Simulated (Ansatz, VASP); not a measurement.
**TeW: VASP beside Ansatz**

```
W Te
1.0
     0.00000    3.02970    3.02970
     3.02970    0.00000    3.02970
     3.02970    3.02970    0.00000
W Te
1 1
Direct
  0.00000 0.00000 0.00000
  0.25000 0.25000 0.25000
```

Alike in both runs: functional PBEsol; k mesh 6 × 6 × 6; occupations gaussian, width 0.1 eV; collinear spin.

Ansatz relaxed the structure, and its values are those at the end. VASP's run is a single point on that final structure, the one shown.

|  | VASP | Ansatz |
| --- | --- | --- |
| version | VASP 6.6.1 | Ansatz 0.2.0 |
| potentials or method | VASP PAW PBE potentials, release 64 (W_sv, Te), cutoff 520 eV | scalar-relativistic, plane waves, PAW |
| valence electrons in the cell | 20 | 30 |

Ansatz gave:

```
gap on the k mesh at the Fermi level (eV)                     : none
pressure (GPa)                                                : -0.5
net moment per atom (μB)                                      : 0.70
size of the moment on the site where the two differ most (μB) : 0.92
```

Question: Which values does VASP return?

Answer: gap on the k mesh at the Fermi level (eV): none; pressure (GPa): -0.4; net moment per atom (μB): 0.70; size of the moment on the site where the two differ most (μB): 1.09.

VASP's potentials were made for PBE, not for PBEsol. Site moments also hang on the region over which each program counts them. A gap of «none» marks a metal or a gap that the smearing closes. With one functional, cell and mesh, what is left measures potentials, basis and numerics. VASP's potentials hold 20 valence electrons a cell and Ansatz's 30, so a difference there can come from the potentials and not from the codes.

Neither program's run includes spin-orbit coupling.
